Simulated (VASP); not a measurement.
Crystal: ZnSe (zincblende type).

```
Zn Se
1.0
     0.00000    2.87982    2.87982
     2.87982    0.00000    2.87982
     2.87982    2.87982    0.00000
Zn Se
1 1
Direct
  0.00000 0.00000 0.00000
  0.25000 0.25000 0.25000
```

| Quantity | Value |
| --- | --- |
| Program | VASP 6.6.1 |
| Task | relaxation of cell and atoms |
| Functional | LDA |
| Potentials or basis | VASP PAW LDA potentials, release 64 (Zn, Se) |
| Cutoff | 600 eV |
| k mesh | 10 × 10 × 10 |
| Occupations | fermi-dirac, width 0.02 eV |
| Spin | no spin polarisation |

At the start: pressure -5.6 GPa; volume 23.88 Å³/atom.

**Question.** Where does the relaxation end?

**Answer.** Over 3 steps the energy falls by 42.0 meV/atom and the volume is 21.67 Å³/atom (-9.3 %); space group F-43m (No. 216, to 0.05 Å).

Step by step:
```tsv
step	energy change (eV)	largest force (eV/Å)	pressure (GPa)	volume (Å³)
1	0.0000	0.0000	-5.56	47.77
2	-0.0776	0.0000	1.94	42.26
3	-0.0840	0.0000	0.01	43.34
```

Final structure:
```
Zn Se
1.0
     0.00000    2.78804    2.78804
     2.78804    0.00000    2.78804
     2.78804    2.78804    0.00000
Zn Se
1 1
Direct
  0.00000 0.00000 0.00000
  0.25000 0.25000 0.25000
```
